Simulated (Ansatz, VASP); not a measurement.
## One calculation of Mo3N4, two programs

File INCAR:

```
PREC = Accurate ; ENCUT = 600
EDIFF = 1E-6 ; ISMEAR = 0
SIGMA = 0.1 ; LREAL = False
LASPH = True ; NELM = 100
ALGO = Normal ; ISIF = 3
LWAVE = False ; LCHARG = False
GGA = PE ; IBRION = 2
NSW = 100 ; EDIFFG = -0.05
```

The input KPOINTS:

```
regular mesh
0
Gamma
  6 6 6
```

The input POSCAR:

```
Mo3N4
1.0
    4.0192176623      0.0000000000      0.0000000000
    0.0000000000      4.0192176623      0.0000000000
    0.0000000000      0.0000000000      4.0192176623
Mo N
3 4
Direct
    0.5000000000      0.5000000000      0.0000000000
    0.0000000000      0.5000000000      0.5000000000
    0.5000000000      0.0000000000      0.5000000000
    0.5000000000      0.5000000000      0.5000000000
    0.5000000000      0.0000000000      0.0000000000
    0.0000000000      0.5000000000      0.0000000000
    0.0000000000      0.0000000000      0.5000000000
```

Input for Ansatz:

```yaml
crystal:
  lattice:
    - [4.0192176623, 0.0, 0.0]
    - [0.0, 4.0192176623, 0.0]
    - [0.0, 0.0, 4.0192176623]
  atoms:
    - { symbol: Mo, position: [0.5, 0.5, 0.0] }
    - { symbol: Mo, position: [0.0, 0.5, 0.5] }
    - { symbol: Mo, position: [0.5, 0.0, 0.5] }
    - { symbol: "N", position: [0.5, 0.5, 0.5] }
    - { symbol: "N", position: [0.5, 0.0, 0.0] }
    - { symbol: "N", position: [0.0, 0.5, 0.0] }
    - { symbol: "N", position: [0.0, 0.0, 0.5] }
basis:
  ecutwfc: 420
kpoints:
  mp_grid: { grid: [6, 6, 6] }
hamiltonian:
  xc: pbe
scf:
  occupations: { method: gaussian, width: 0.1 }
output:
  forces: true
  stress: true
  eigenvalues: true
relax:
  adjacent_minimum: "off"
  f_tol: 0.05
  max_steps: 80
  cell: { stress_tol: 0.5 }
```

Alike in both runs: task relaxation of cell and atoms; functional PBE; k mesh 6 × 6 × 6; occupations gaussian, width 0.1 eV; no spin polarisation.

|  | VASP | Ansatz |
| --- | --- | --- |
| version | VASP 6.6.1 | Ansatz 0.2.0 |
| potentials or method | VASP PAW PBE potentials, release 64 (Mo_sv, N), cutoff 600 eV | scalar-relativistic, plane waves, PAW |
| valence electrons in the cell | 62 | 62 |

VASP gave:

```
gap on the k mesh at the Fermi level, each at its own relaxed structure (eV) : none
relaxed volume (Å³/atom)                                                     : 10.62
relaxed length of the cell vector where the two differ most in proportion (Å)              : 4.204
```

Question: What did Ansatz give for the same quantities?

Answer: gap on the k mesh at the Fermi level, each at its own relaxed structure (eV): none; relaxed volume (Å³/atom): 10.60; relaxed length of the cell vector where the two differ most in proportion (Å): 4.203.

A gap of «none» marks a metal or a gap that the smearing closes.
